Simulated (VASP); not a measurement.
# IrO2 (P4_2/mnm) in VASP: single point with PBE

Aim: the single point of IrO2 with PBE.

All numbers are computed with VASP 6.6.1; they aren't measurements. Logs are shortened: lines on timing, memory, paths and dates and some standing lists are left out, and cuts for length are marked.

### 1 The cell of the first run

Symmetry: P4_2/mnm, No. 136, tetragonal system. The conventional cell has a = 4.529 Å, b = 4.529 Å, c = 3.180 Å, α = 90.00°, β = 90.00°, γ = 90.00°. Within 2.6 Å of Ir (site symmetry mmm) lie 6 O at 1.98 to 2.01 Å. O (site symmetry m2m) has 3 Ir at 1.98 to 2.01 Å and 1 O at 2.45 Å within 2.6 Å.

### 2 Single point, PBE

File INCAR:

```
PREC = Accurate
ENCUT = 600
EDIFF = 1E-6
ISMEAR = 0
SIGMA = 0.15
LREAL = F
LASPH = T
NELM = 120
ALGO = Normal
ISIF = 2
LWAVE = F
LCHARG = F
GGA = PE
NBANDS = 30
GGA_COMPAT = F
```

File KPOINTS:

```
regular mesh
0
Gamma
  10 10 12
```

File POSCAR:

```
IrO2
1.0
    4.5290065512      0.0000000000      0.0000000000
    0.0000000000      4.5290065512      0.0000000000
    0.0000000000      0.0000000000      3.1799569571
Ir O
2 4
Direct
    0.0000000000      0.0000000000      0.0000000000
    0.5000000000      0.5000000000      0.5000000000
    0.3084207551      0.3084207551      0.0000000000
    0.1915792449      0.8084207551      0.5000000000
    0.6915792449      0.6915792449      0.0000000000
    0.8084207551      0.1915792449      0.5000000000
```

Potentials or basis: VASP PAW PBE potentials, release 64 (Ir, O).

Command:

```console
cat potpaw_PBE.64/Ir/POTCAR potpaw_PBE.64/O/POTCAR > POTCAR
mpirun -np 1 vasp_std > vasp.out
```

OUTCAR:

```text
PREC = Accurate
   ENCUT = 600
   EDIFF = 1E-6
   ISMEAR = 0
   LREAL = F
   LASPH = T
   NELM = 120
   ISIF = 2
   GGA = PE

 ion  position               nearest neighbor table
   1  0.000  0.000  0.000-   3 1.98   5 1.98   4 2.01   6 2.01   4 2.01   6 2.01
   2  0.500  0.500  0.500-   4 1.98   6 1.98   5 2.01   3 2.01   3 2.01   5 2.01
   3  0.308  0.308  0.000-   1 1.98   2 2.01   2 2.01
   4  0.192  0.808  0.500-   2 1.98   1 2.01   1 2.01
   5  0.692  0.692  0.000-   1 1.98   2 2.01   2 2.01
   6  0.808  0.192  0.500-   2 1.98   1 2.01   1 2.01

  LATTYP: Found a simple tetragonal cell.
 ALAT       =     4.5290065512
 C/A-ratio  =     0.7021312337

  Lattice vectors:

 A1 = (   4.5290065512,   0.0000000000,   0.0000000000)
 A2 = (   0.0000000000,   4.5290065512,   0.0000000000)
 A3 = (   0.0000000000,   0.0000000000,   3.1799569571)

Analysis of symmetry for initial positions (statically):
=====================================================================
 Subroutine PRICEL returns:
 Original cell was already a primitive cell.

 Routine SETGRP: Setting up the symmetry group for a
 simple tetragonal supercell.

 Subroutine GETGRP returns: Found 16 space group operations
 (whereof  8 operations were pure point group operations)
 out of a pool of 16 trial point group operations.

The static configuration has the point symmetry D_2h.
 The point group associated with its full space group is D_4h.

Analysis of symmetry for dynamics (positions and initial velocities):
=====================================================================
 Subroutine PRICEL returns:
 Original cell was already a primitive cell.

 Routine SETGRP: Setting up the symmetry group for a
 simple tetragonal supercell.

 Subroutine GETGRP returns: Found 16 space group operations
 (whereof  8 operations were pure point group operations)
 out of a pool of 16 trial point group operations.

The dynamic configuration has the point symmetry D_2h.
 The point group associated with its full space group is D_4h.

 Subroutine INISYM returns: Found 16 space group operations
 (whereof  8 operations are pure point group operations),
 and found     1 'primitive' translations

----------------------------------------------------------------------------------------

                                     Primitive cell

  volume of cell :      65.2270

  direct lattice vectors                    reciprocal lattice vectors
     4.529006551  0.000000000  0.000000000     0.220798974  0.000000000  0.000000000
     0.000000000  4.529006551  0.000000000     0.000000000  0.220798974  0.000000000
     0.000000000  0.000000000  3.179956957     0.000000000  0.000000000  0.314469665

  length of vectors
     4.529006551  4.529006551  3.179956957     0.220798974  0.220798974  0.314469665

  position of ions in fractional coordinates (direct lattice)
     0.000000000  0.000000000  0.000000000
     0.500000000  0.500000000  0.500000000
     0.308420755  0.308420755  0.000000000
     0.191579245  0.808420755  0.500000000
     0.691579245  0.691579245  0.000000000
     0.808420755  0.191579245  0.500000000

  ion indices of the primitive-cell ions
   primitive index   ion index
                 1           1
                 2           2
                 3           3
                 4           4
                 5           5
                 6           6

----------------------------------------------------------------------------------------

 KPOINTS: regular mesh

Automatic generation of k-mesh.
 Grid dimensions read from file:
 generate k-points for:   10   10   12

 Generating k-lattice:

  Cartesian coordinates                     Fractional coordinates (reciprocal lattice)
     0.022079897  0.000000000  0.000000000     0.100000000  0.000000000  0.000000000
     0.000000000  0.022079897  0.000000000     0.000000000  0.100000000  0.000000000
     0.000000000  0.000000000  0.026205805     0.000000000  0.000000000  0.083333333

  Length of vectors
     0.022079897  0.022079897  0.026205805

  Shift w.r.t. Gamma in fractional coordinates (k-lattice)
     0.000000000  0.000000000  0.000000000

 Subroutine IBZKPT returns following result:
 ===========================================

 Found    147 irreducible k-points:

 Following reciprocal coordinates:
            Coordinates               Weight
  0.000000  0.000000  0.000000      1.000000
  0.100000  0.000000  0.000000      4.000000
  0.200000  0.000000  0.000000      4.000000
  0.300000  0.000000  0.000000      4.000000
  0.400000  0.000000  0.000000      4.000000
  0.500000  0.000000  0.000000      2.000000
[... 16 lines left out ...]
  0.100000  0.000000  0.083333      8.000000
  0.200000  0.000000  0.083333      8.000000
 [... further k-points ...]
   k-points           NKPTS =    147   k-points in BZ     NKDIM =    147   number of bands    NBANDS=     30
   number of dos      NEDOS =    301   number of ions     NIONS =      6
   total plane-waves  NPLWV =  36288
   dimension x,y,z NGX =    36 NGY =   36 NGZ =   28
   dimension x,y,z NGXF=    72 NGYF=   72 NGZF=   56
   ions per type =               2   4
   NGX,Y,Z   is equivalent  to a cutoff of  13.21, 13.21, 14.64 a.u.
   NGXF,Y,Z  is equivalent  to a cutoff of  26.43, 26.43, 29.28 a.u.
 SYSTEM =  unknown system
   PREC   = accura    normal or accurate (medium, high low for compatibility)
   ISTART =      0    job   : 0-new  1-cont  2-samecut
   ICHARG =      2    charge: 1-file 2-atom 10-const
   ISPIN  =      1    spin polarized calculation?
   LNONCOLLINEAR =      F non collinear calculations
   LSORBIT =      F    spin-orbit coupling
   LASPH  =      T    aspherical Exc in radial PAW
   ENCUT  =  600.0 eV  44.10 Ry    6.64 a.u.   9.05  9.05  6.35*2*pi/ulx,y,z
   NELM   =    120;   NELMIN=  2; NELMDL= -5     # of ELM steps
   EDIFF  = 0.1E-05   stopping-criterion for ELM
   LREAL  =      F    real-space projection
   EDIFFG = 0.1E-04   stopping-criterion for IOM
   NSW    =      0    number of steps for IOM
   IBRION =     -1    ionic relax: 0-MD 1-quasi-New 2-CG
   NFREE  =      0    steps in history (QN), initial steepest desc. (CG)
   ISIF   =      2    stress and relaxation
   ISYM   =      2    0-nonsym 1-usesym 2-fastsym
   POTIM  = 0.5000    time-step for ionic-motion
   TEBEG  =    0.0;   TEEND  =   0.0 temperature during run
   PSTRESS=    0.0 pullay stress
   NELECT =      42.0000    total number of electrons
   NUPDOWN=      -1.0000    fix difference up-down
   EMIN   =  10.00;   EMAX   =-10.00  energy-range for DOS
   EFERMI =   0.00;   METHOD = LEGACY
   ISMEAR =     0;   SIGMA  =   0.15  broadening in eV -4-tet -1-fermi 0-gaus
   EFERMI_NEDOS =   21; number of points for ismear=-14 and -15
   IALGO  =     38    algorithm
   IMIX   =      4    mixing-type and parameters
     AMIX     =   0.40;   BMIX     =  1.00
     AMIX_MAG =   1.60;   BMIX_MAG =  1.00
  volume/ion in A,a.u.               =      10.87        73.36
  Fermi-wavevector in a.u.,A,eV,Ry     =   1.413673  2.671454 27.190843  1.998471
  Thomas-Fermi vector in A             =   2.535294
   LORBIT       =      0    0 simple, 1 ext, 2 COOP (PROOUT), +10 PAW based schemes
   GGA     = PE    functional components
   LHFCALC =     F    Hartree Fock is set to
   AEXX    =    0.0000 exact exchange contribution
   IVDW    =     0    specifies the selected vdW correction
   LEPSILON=     F    determine dielectric tensor
   LRPA    =     F    only Hartree local field effects (RPA)
 non-spin polarized calculation
 Gauss-broadening in eV      SIGMA  =   0.15
  energy-cutoff  :      600.00
  volume of cell :       65.23
 maximum number of plane-waves:      2216
   NGX = 19   NGY = 19   NGZ = 13

 number of electron      42.0000000 magnetization

 Free energy of the ion-electron system (eV)
  ---------------------------------------------------
  ext. energy  EPLUGINS =         0.00000000
  ---------------------------------------------------
  free energy    TOTEN  =       -42.28743921 eV

  energy without entropy =      -42.25360720  energy(sigma->0) =      -42.27052320

 E-fermi :   5.9213     XC(G=0): -11.8994

 val. band max:        5.9172666112   @ k =   0.5000   0.3000   0.0833
 cond. band min:       5.9334476295   @ k =   0.4000   0.4000   0.0000
 fundamental gap:      0.0161810184
 Fermi energy:         5.9213412564

 k-point     1 :       0.0000    0.0000    0.0000
  band No.  band energies     occupation
      1     -15.1134      2.00000
      2     -13.9414      2.00000
      3     -12.9237      2.00000
      4     -12.9237      2.00000
      5      -3.7170      2.00000
      6      -3.4693      2.00000
[... 22 lines left out ...]
     29      14.4436      0.00000
     30      17.5760      0.00000

 k-point     2 :       0.1000    0.0000    0.0000
  band No.  band energies     occupation
      1     -15.0756      2.00000
      2     -13.9367      2.00000
      3     -12.9740      2.00000
      4     -12.9461      2.00000
      5      -3.6173      2.00000
      6      -3.3943      2.00000
[... 22 lines left out ...]
     29      14.4868      0.00000
     30      17.5047      0.00000

 k-point     3 :       0.2000    0.0000    0.0000
  band No.  band energies     occupation
      1     -14.9646      2.00000
      2     -13.9319      2.00000
      3     -13.1041      2.00000
      4     -13.0086      2.00000
      5      -3.3364      2.00000
      6      -3.1776      2.00000
[... 22 lines left out ...]
     29      14.6320      0.00000
     30      17.2911      0.00000

 k-point     4 :       0.3000    0.0000    0.0000
  band No.  band energies     occupation
      1     -14.7886      2.00000
      2     -13.9646      2.00000
      3     -13.2493      2.00000
      4     -13.0993      2.00000
      5      -2.9302      2.00000
      6      -2.8507      2.00000
[... 22 lines left out ...]
     29      14.9090      0.00000
     30      16.9262      0.00000

 k-point     5 :       0.4000    0.0000    0.0000
  band No.  band energies     occupation
      1     -14.5632      2.00000
      2     -14.0939      2.00000
      3     -13.3176      2.00000
      4     -13.2000      2.00000
      5      -2.5077      2.00000
      6      -2.4895      2.00000
[... 22 lines left out ...]
     29      15.3281      0.00000
     30      16.4234      0.00000
[... 526 lines left out ...]
     29      14.9869      0.00000
     30      14.9869      0.00000

 k-point    22 :       0.0000    0.0000    0.0833
  band No.  band energies     occupation
      1     -15.0504      2.00000
      2     -13.9074      2.00000
      3     -12.9599      2.00000
      4     -12.9599      2.00000
      5      -3.6228      2.00000
      6      -3.4008      2.00000
[... 22 lines left out ...]
     29      14.7277      0.00000
     30      17.5343      0.00000

 k-point    23 :       0.1000    0.0000    0.0833
  band No.  band energies     occupation
      1     -15.0132      2.00000
      2     -13.9016      2.00000
      3     -13.0091      2.00000
      4     -12.9814      2.00000
      5      -3.5270      2.00000
      6      -3.3264      2.00000
[... 22 lines left out ...]
     29      14.7651      0.00000
     30      17.4735      0.00000

 k-point    24 :       0.2000    0.0000    0.0833
  band No.  band energies     occupation
      1     -14.9042      2.00000
      2     -13.8934      2.00000
      3     -13.1376      2.00000
      4     -13.0417      2.00000
      5      -3.2565      2.00000
      6      -3.1115      2.00000
[... 22 lines left out ...]
     29      14.8937      0.00000
     30      17.2916      0.00000

 [... further k-points ...]
[... 5 lines left out ...]
  --------------------------------------------------------------------------------------
  -------------------------------------------------------------------------------------
  Total        0.7478764      0.7478764      1.0584300      0.0000000      0.0000000      0.0000000
  in kB       18.3701750     18.3701750     25.9983370      0.0000000      0.0000000      0.0000000
  external PRESSURE =      20.9128957 kB  Pullay stress =       0.0000000 kB

 VOLUME and BASIS-vectors are now :
 -----------------------------------------------------------------------------
  energy-cutoff  :      600.00
  volume of cell :       65.23
      direct lattice vectors                 reciprocal lattice vectors
     4.529006551  0.000000000  0.000000000     0.220798974  0.000000000  0.000000000
     0.000000000  4.529006551  0.000000000     0.000000000  0.220798974  0.000000000
     0.000000000  0.000000000  3.179956957     0.000000000  0.000000000  0.314469665

 POSITION                                       TOTAL-FORCE (eV/Angst)
 -----------------------------------------------------------------------------------
      0.00000      0.00000      0.00000        -0.000000      0.000000      0.000000
      2.26450      2.26450      1.58998        -0.000000      0.000000      0.000000
      1.39684      1.39684      0.00000        -0.001487     -0.001487     -0.000000
      0.86766      3.66134      1.58998         0.001487     -0.001487     -0.000000
      3.13217      3.13217      0.00000         0.001487      0.001487      0.000000
      3.66134      0.86766      1.58998        -0.001487      0.001487      0.000000
 -----------------------------------------------------------------------------------
    total drift:                                0.000000      0.000000      0.000000

  FREE ENERGIE OF THE ION-ELECTRON SYSTEM (eV)
  ---------------------------------------------------
  free  energy   TOTEN  =       -42.2874392068 eV

  energy  without entropy=      -42.2536071967  energy(sigma->0) =      -42.27052320
```

Wall time 3.9 min (1 thread of Intel Xeon Platinum 8259CL at 2.50GHz (Skylake/Cascade Lake), shared host); peak memory 0.39 GiB.

What came out:

```
Free energy            : -42.2874 eV
Pressure               : 2.1 GPa
Band gap on the k mesh : zero (band 21 reaches 6.43 eV, above the bottom of band 22 at 5.14 eV)
```

Forces in eV/Å, atoms in the order of the input:
```
Ir   0.000  0.000  0.000
Ir   0.000  0.000  0.000
O   -0.001 -0.001  0.000
O    0.001 -0.001  0.000
O    0.001  0.001  0.000
O   -0.001  0.001  0.000
```

Levels at points of the mesh, in eV from the Fermi level:
| k point | band 19 | band 20 | band 21 | band 22 | band 23 | band 24 |
| --- | --- | --- | --- | --- | --- | --- |
| (0.00, 0.00, 0.00) | -2.31 | -2.21 | -2.16 | 0.67 | 1.20 | 4.06 |
| (0.50, 0.00, 0.00) | -1.28 | -1.28 | -0.29 | -0.29 | 3.50 | 3.50 |
| (0.50, 0.50, 0.00) | -2.34 | -2.34 | 0.20 | 0.20 | 2.39 | 2.39 |
| (0.00, 0.00, 0.50) | -0.68 | -0.68 | 0.25 | 0.25 | 2.21 | 2.21 |
| (0.50, 0.00, 0.50) | -1.75 | -1.75 | 0.51 | 0.51 | 1.05 | 1.05 |
| (0.50, 0.50, 0.50) | -1.19 | -1.19 | -0.47 | -0.47 | 2.16 | 2.16 |

Caveat: spin-orbit coupling is left out, which moves the levels of the heavy elements.
